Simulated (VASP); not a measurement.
A run of VASP 6.6.1:

Contents of INCAR:

```
ALGO = Normal
EDIFF = 1E-7
ENCUT = 520
GGA = PE
ISIF = 2
ISMEAR = 0
LASPH = True
LCHARG = True
LELF = True
LREAL = False
LVHAR = True
LWAVE = False
NBANDS = 48
NELM = 100
PREC = Accurate
SIGMA = 0.2
```

KPOINTS

```
k-points
0
Gamma
  3 3 2
```

Contents of POSCAR:

```
GaSe4
1.0
    7.3343253959      0.0000000000      0.0000000000
    0.0000000000      7.3343253959      0.0000000000
    0.0000000000      0.0000000000      6.6782437566
Ga Se
2 8
Direct
    0.0000000000      0.0000000000      0.0000000000
    0.5000000000      0.5000000000      0.0000000000
    0.5000000000      0.0000000000      0.5252439983
    0.0000000000      0.5000000000      0.4747560017
    0.2500000000      0.7500000000      0.0000000000
    0.7500000000      0.2500000000      0.0000000000
    0.7500000000      0.7500000000      0.0000000000
    0.2500000000      0.2500000000      0.0000000000
    0.5000000000      0.0000000000      0.8584940036
    0.0000000000      0.5000000000      0.1415059964
```

Potentials or basis: VASP PAW PBE potentials, release 64 (Ga_d, Se).

Command:

```console
$ cat potpaw_PBE.64/Ga_d/POTCAR potpaw_PBE.64/Se/POTCAR > POTCAR
$ mpirun -np 1 vasp_std > vasp.out
```

Hardware: 1 thread of AMD EPYC 9R45 96-Core Processor (Zen 5) (shared host).

Question: How long does it take, and how much memory?

Answer: Wall time 96 s on 1 thread of AMD EPYC 9R45 96-Core Processor (Zen 5), on a shared host, peak memory 0.38 GiB. Counts: scf iterations 17, k points 6.
